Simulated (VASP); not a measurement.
Runs of VASP 6.6.1 on BiTe. The structure is that of space group Fm-3m (No. 225), or close to it. The cells are those of the table. 

| cell | gap on the mesh (eV) | pressure (GPa) |
| --- | --- | --- |
| a = 4.723 Å, angles 60.0°, 2 atoms | none | -3.1 |
| a = 4.650 Å, angles 60.0°, 2 atoms | none | (a) |
| a = 4.613 Å, angles 60.0°, 2 atoms | none | -0.4 |
| a = 4.458 Å, angles 60.0°, 2 atoms | none | 5.5 |

Alike in all rows: task single point; level PBE; potentials or basis VASP PAW PBE potentials, release 64 (Bi_d, Te); no spin polarisation; k mesh 6 × 6 × 6; cutoff (eV) 520; smearing fermi-dirac 0.1 eV.

Task: Fill in the values left out.

Result: (a) -1.4.

Caveats: spin-orbit coupling is left out, which moves the levels of the heavy elements.

A k mesh can miss the band edges, and the runs leave out spin-orbit coupling on Bi, Te.

A gap of «none» marks levels without a gap at the run's occupations.
